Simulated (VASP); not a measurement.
# H (Cmcm) in VASP: notebook

H is run at these levels: LDA; tasks: single point.

All numbers are computed with VASP 6.6.1; they aren't measurements. Logs are shortened: lines on timing, memory, paths and dates and some standing lists are left out, and cuts for length are marked.

### Step 1. The cell of the first run

Symmetry: Cmcm, No. 63, orthorhombic system. Conventional cell: a = 3.379 Å, b = 5.600 Å, c = 6.472 Å, α = 90.00°, β = 90.00°, γ = 90.00°. Within 1.0 Å of H (site symmetry m) lie 1 H at 0.76 Å.

### Step 2. Single point, LDA (strain +0.025 along x and y, +0.025 along z)

Input file INCAR:

```
PREC = Accurate ; ENCUT = 520
EDIFF = 1E-6 ; ISMEAR = 0
SIGMA = 0.05 ; LREAL = F
LASPH = T ; NELM = 80
ALGO = Normal ; ISIF = 2
LWAVE = F ; LCHARG = F
NBANDS = 10
```

Input file KPOINTS:

```
Automatic mesh
0
Gamma
  8 8 4
```

Input file POSCAR:

```
H
1.0
    1.6897451565     -2.7999804357      0.0000000000
    1.6897451565      2.7999804357      0.0000000000
    0.0000000000      0.0000000000      6.4716128355
H
4
Direct
    0.5678085000      0.4321915000      0.9995149500
    0.4321915000      0.5678085000      0.0004850500
    0.4321915000      0.5678085000      0.4995149500
    0.5678085000      0.4321915000      0.5004850500
```

Potentials or basis: VASP PAW LDA potentials, release 64 (H).

The run is started by

```
$ cat potpaw_LDA.64/H/POTCAR > POTCAR
$ mpirun -np 1 vasp_std > vasp.out
```

OUTCAR:

```text
PREC = Accurate
   ENCUT = 520
   EDIFF = 1E-6
   ISMEAR = 0
   LREAL = F
   LASPH = T
   NELM = 80
   ISIF = 2

 ion  position               nearest neighbor table
   1  0.568  0.432  1.000-   2 0.76
   2  0.432  0.568  0.000-   1 0.76
   3  0.432  0.568  0.500-   4 0.76
   4  0.568  0.432  0.500-   3 0.76

  LATTYP: Found a base centered orthorhombic cell.
 ALAT       =     3.3794903130
 B/A-ratio  =     1.6570430310
 C/A-ratio  =     1.9149671211

  Lattice vectors:

 A1 = (   1.6897451565,  -2.7999804357,   0.0000000000)
 A2 = (   1.6897451565,   2.7999804357,   0.0000000000)
 A3 = (   0.0000000000,   0.0000000000,   6.4716128355)

Analysis of symmetry for initial positions (statically):
=====================================================================
 Subroutine PRICEL returns:
 Original cell was already a primitive cell.

 Routine SETGRP: Setting up the symmetry group for a
 base centered orthorhombic supercell.

 Subroutine GETGRP returns: Found  8 space group operations
 (whereof  4 operations were pure point group operations)
 out of a pool of  8 trial point group operations.

The static configuration has the point symmetry C_2h.
 The point group associated with its full space group is D_2h.

Analysis of symmetry for dynamics (positions and initial velocities):
=====================================================================
 Subroutine PRICEL returns:
 Original cell was already a primitive cell.

 Routine SETGRP: Setting up the symmetry group for a
 base centered orthorhombic supercell.

 Subroutine GETGRP returns: Found  8 space group operations
 (whereof  4 operations were pure point group operations)
 out of a pool of  8 trial point group operations.

The dynamic configuration has the point symmetry C_2h.
 The point group associated with its full space group is D_2h.

 Subroutine INISYM returns: Found  8 space group operations
 (whereof  4 operations are pure point group operations),
 and found     1 'primitive' translations

----------------------------------------------------------------------------------------

                                     Primitive cell

  volume of cell :      61.2377

  direct lattice vectors                    reciprocal lattice vectors
     1.689745156 -2.799980436  0.000000000     0.295902609 -0.178572676  0.000000000
     1.689745156  2.799980436  0.000000000     0.295902609  0.178572676  0.000000000
     0.000000000  0.000000000  6.471612836     0.000000000  0.000000000  0.154520987

  length of vectors
     3.270340828  3.270340828  6.471612836     0.345610409  0.345610409  0.154520987

  position of ions in fractional coordinates (direct lattice)
     0.567808500  0.432191500  0.999514950
     0.432191500  0.567808500  0.000485050
     0.432191500  0.567808500  0.499514950
     0.567808500  0.432191500  0.500485050

  ion indices of the primitive-cell ions
   primitive index   ion index
                 1           1
                 2           2
                 3           3
                 4           4

----------------------------------------------------------------------------------------

 KPOINTS: Automatic mesh

Automatic generation of k-mesh.
 Grid dimensions read from file:
 generate k-points for:    8    8    4

 Generating k-lattice:

  Cartesian coordinates                     Fractional coordinates (reciprocal lattice)
     0.036987826 -0.022321585  0.000000000     0.125000000  0.000000000  0.000000000
     0.036987826  0.022321585  0.000000000     0.000000000  0.125000000  0.000000000
     0.000000000  0.000000000  0.038630247     0.000000000  0.000000000  0.250000000

  Length of vectors
     0.043201301  0.043201301  0.038630247

  Shift w.r.t. Gamma in fractional coordinates (k-lattice)
     0.000000000  0.000000000  0.000000000

 Subroutine IBZKPT returns following result:
 ===========================================

 Found     63 irreducible k-points:

 Following reciprocal coordinates:
            Coordinates               Weight
  0.000000  0.000000  0.000000      1.000000
  0.125000  0.000000  0.000000      4.000000
  0.250000  0.000000  0.000000      4.000000
  0.375000 -0.000000  0.000000      4.000000
  0.500000  0.000000  0.000000      2.000000
  0.125000  0.125000  0.000000      2.000000
[... 16 lines left out ...]
  0.125000  0.000000  0.250000      8.000000
  0.250000  0.000000  0.250000      8.000000
 [... further k-points ...]
   k-points           NKPTS =     63   k-points in BZ     NKDIM =     63   number of bands    NBANDS=     10
   number of dos      NEDOS =    301   number of ions     NIONS =      4
   total plane-waves  NPLWV =  27648
   dimension x,y,z NGX =    24 NGY =   24 NGZ =   48
   dimension x,y,z NGXF=    48 NGYF=   48 NGZF=   96
   ions per type =               4
   NGX,Y,Z   is equivalent  to a cutoff of  12.20, 12.20, 12.33 a.u.
   NGXF,Y,Z  is equivalent  to a cutoff of  24.40, 24.40, 24.66 a.u.
 SYSTEM =  unknown system
   PREC   = accura    normal or accurate (medium, high low for compatibility)
   ISTART =      0    job   : 0-new  1-cont  2-samecut
   ICHARG =      2    charge: 1-file 2-atom 10-const
   ISPIN  =      1    spin polarized calculation?
   LNONCOLLINEAR =      F non collinear calculations
   LSORBIT =      F    spin-orbit coupling
   LASPH  =      T    aspherical Exc in radial PAW
   ENCUT  =  520.0 eV  38.22 Ry    6.18 a.u.   6.08  6.08 12.03*2*pi/ulx,y,z
   NELM   =     80;   NELMIN=  2; NELMDL= -5     # of ELM steps
   EDIFF  = 0.1E-05   stopping-criterion for ELM
   LREAL  =      F    real-space projection
   EDIFFG = 0.1E-04   stopping-criterion for IOM
   NSW    =      0    number of steps for IOM
   IBRION =     -1    ionic relax: 0-MD 1-quasi-New 2-CG
   NFREE  =      0    steps in history (QN), initial steepest desc. (CG)
   ISIF   =      2    stress and relaxation
   ISYM   =      2    0-nonsym 1-usesym 2-fastsym
   POTIM  = 0.5000    time-step for ionic-motion
   TEBEG  =    0.0;   TEEND  =   0.0 temperature during run
   PSTRESS=    0.0 pullay stress
   NELECT =       4.0000    total number of electrons
   NUPDOWN=      -1.0000    fix difference up-down
   EMIN   =  10.00;   EMAX   =-10.00  energy-range for DOS
   EFERMI =   0.00;   METHOD = LEGACY
   ISMEAR =     0;   SIGMA  =   0.05  broadening in eV -4-tet -1-fermi 0-gaus
   EFERMI_NEDOS =   21; number of points for ismear=-14 and -15
   IALGO  =     38    algorithm
   IMIX   =      4    mixing-type and parameters
     AMIX     =   0.40;   BMIX     =  1.00
     AMIX_MAG =   1.60;   BMIX_MAG =  1.00
  volume/ion in A,a.u.               =      15.31       103.31
  Fermi-wavevector in a.u.,A,eV,Ry     =   0.659308  1.245912  5.914283  0.434688
  Thomas-Fermi vector in A             =   1.731403
   LORBIT       =      0    0 simple, 1 ext, 2 COOP (PROOUT), +10 PAW based schemes
   GGA     = CA    functional components
   LHFCALC =     F    Hartree Fock is set to
   AEXX    =    0.0000 exact exchange contribution
   IVDW    =     0    specifies the selected vdW correction
   LEPSILON=     F    determine dielectric tensor
   LRPA    =     F    only Hartree local field effects (RPA)
 non-spin polarized calculation
 Gauss-broadening in eV      SIGMA  =   0.05
  energy-cutoff  :      520.00
  volume of cell :       61.24
 maximum number of plane-waves:      1680
   NGX = 13   NGY = 13   NGZ = 25

 number of electron       3.9999999 magnetization

 Free energy of the ion-electron system (eV)
  ---------------------------------------------------
  ext. energy  EPLUGINS =         0.00000000
  ---------------------------------------------------
  free energy    TOTEN  =       -13.50094451 eV

  energy without entropy =      -13.50094451  energy(sigma->0) =      -13.50094451

 E-fermi :  -8.2366     XC(G=0):  -5.1307

 val. band max:       -8.5130617367   @ k =   0.3750   0.3750   0.0000
 cond. band min:      -0.7625992651   @ k =   0.5000   0.5000   0.0000
 fundamental gap:      7.7504624717
 Fermi energy:        -8.2366312272

 k-point     1 :       0.0000    0.0000    0.0000
  band No.  band energies     occupation
      1     -10.3445      2.00000
      2      -9.6674      2.00000
      3       0.1740      0.00000
      4       3.0537      0.00000
      5       7.4028      0.00000
      6       7.4332      0.00000
      7       8.2234      0.00000
      8       9.0702      0.00000
      9      11.5868      0.00000
     10      11.7816      0.00000

 k-point     2 :       0.1250    0.0000    0.0000
  band No.  band energies     occupation
      1     -10.2070      2.00000
      2      -9.5516      2.00000
      3       0.4483      0.00000
      4       2.7096      0.00000
      5       6.0268      0.00000
      6       6.9500      0.00000
      7       8.6387      0.00000
      8       9.3300      0.00000
      9      10.0406      0.00000
     10      11.8670      0.00000

 k-point     3 :       0.2500    0.0000    0.0000
  band No.  band energies     occupation
      1      -9.8451      2.00000
      2      -9.2515      2.00000
      3       1.2659      0.00000
      4       1.7082      0.00000
      5       4.1777      0.00000
      6       6.3550      0.00000
      7       8.4791      0.00000
      8       8.5067      0.00000
      9      10.0935      0.00000
     10      10.3133      0.00000

 k-point     4 :       0.3750   -0.0000    0.0000
  band No.  band energies     occupation
      1      -9.4284      2.00000
      2      -8.9161      2.00000
      3       0.5839      0.00000
      4       2.5929      0.00000
      5       2.7773      0.00000
      6       6.2184      0.00000
      7       7.2586      0.00000
      8       7.3439      0.00000
      9       8.2528      0.00000
     10      10.4732      0.00000

 k-point     5 :       0.5000    0.0000    0.0000
  band No.  band energies     occupation
      1      -9.2338      2.00000
      2      -8.7644      2.00000
      3       0.0996      0.00000
      4       2.2520      0.00000
      5       3.8701      0.00000
      6       5.5156      0.00000
      7       6.4821      0.00000
      8       6.5465      0.00000
      9       8.1581      0.00000
     10      10.0618      0.00000

 k-point     6 :       0.1250    0.1250    0.0000
  band No.  band energies     occupation
      1      -9.9780      2.00000
      2      -9.3631      2.00000
      3       0.9741      0.00000
      4       2.3943      0.00000
      5       5.4794      0.00000
      6       5.6473      0.00000
      7       6.7137      0.00000
      8       9.3424      0.00000
      9       9.8194      0.00000
     10      12.0390      0.00000
[... 183 lines left out ...]
 k-point    21 :       0.5000    0.5000    0.0000
  band No.  band energies     occupation
      1      -8.9617      2.00000
      2      -8.5181      2.00000
      3      -0.7626      0.00000
      4       1.0401      0.00000
      5       4.3706      0.00000
      6       5.5178      0.00000
      7       6.0656      0.00000
      8       7.9302      0.00000
      9       9.6022      0.00000
     10      10.0426      0.00000

 k-point    22 :       0.0000    0.0000    0.2500
  band No.  band energies     occupation
      1     -10.2565      2.00000
      2      -9.7795      2.00000
      3       0.5742      0.00000
      4       2.6280      0.00000
      5       7.3690      0.00000
      6       7.5342      0.00000
      7       8.0643      0.00000
      8       8.1168      0.00000
      9      11.9669      0.00000
     10      13.2207      0.00000

 k-point    23 :       0.1250    0.0000    0.2500
  band No.  band energies     occupation
      1     -10.1214      2.00000
      2      -9.6595      2.00000
      3       0.8180      0.00000
      4       2.4643      0.00000
      5       5.9786      0.00000
      6       6.6201      0.00000
      7       8.2838      0.00000
      8       8.4912      0.00000
      9      11.0249      0.00000
     10      12.5142      0.00000

 k-point    24 :       0.2500    0.0000    0.2500
  band No.  band energies     occupation
      1      -9.7665      2.00000
      2      -9.3479      2.00000
      3       1.4876      0.00000
      4       1.7592      0.00000
      5       4.2052      0.00000
      6       5.8842      0.00000
      7       7.9686      0.00000
      8       8.2995      0.00000
      9       9.6205      0.00000
     10      10.3618      0.00000

 [... further k-points ...]
[... 5 lines left out ...]
  --------------------------------------------------------------------------------------
  -------------------------------------------------------------------------------------
  Total       -0.2122753      0.1843384     -0.1532040      0.0000000      0.0000000      0.0000000
  in kB       -5.5538128      4.8228922     -4.0083148      0.0000000      0.0000000      0.0000000
  external PRESSURE =      -1.5797452 kB  Pullay stress =       0.0000000 kB

 VOLUME and BASIS-vectors are now :
 -----------------------------------------------------------------------------
  energy-cutoff  :      520.00
  volume of cell :       61.24
      direct lattice vectors                 reciprocal lattice vectors
     1.689745156 -2.799980436  0.000000000     0.295902609 -0.178572676  0.000000000
     1.689745156  2.799980436  0.000000000     0.295902609  0.178572676  0.000000000
     0.000000000  0.000000000  6.471612836     0.000000000  0.000000000  0.154520987

 POSITION                                       TOTAL-FORCE (eV/Angst)
 -----------------------------------------------------------------------------------
      1.68975     -0.37972      6.46847         0.000000     -0.316438     -0.002810
      1.68975      0.37972      0.00314         0.000000      0.316438      0.002810
      1.68975      0.37972      3.23267         0.000000      0.316438     -0.002810
      1.68975     -0.37972      3.23895         0.000000     -0.316438      0.002810
 -----------------------------------------------------------------------------------
    total drift:                                0.000000      0.000000      0.000000

  FREE ENERGIE OF THE ION-ELECTRON SYSTEM (eV)
  ---------------------------------------------------
  free  energy   TOTEN  =       -13.5009445140 eV

  energy  without entropy=      -13.5009445140  energy(sigma->0) =      -13.50094451
```

It took 17 s on 1 thread of Intel Xeon Platinum 8375C at 2.90GHz (Ice Lake), shared host; peak memory 0.15 GiB.

Results:

```yaml
Free_energy: -13.5009 eV
Pressure: -0.2 GPa
Largest_force: 0.316 eV/Å
Band_gap_on_the_k_mesh: 7.75 eV
```

Forces on the atoms (eV/Å):
```
H    0.000 -0.316 -0.003
H    0.000  0.316  0.003
H    0.000  0.316 -0.003
H    0.000 -0.316  0.003
```

Caveat: the cell differs from its parent crystal (strain +0.025 along x and y, +0.025 along z).

(Continued in part 2 of 2.)
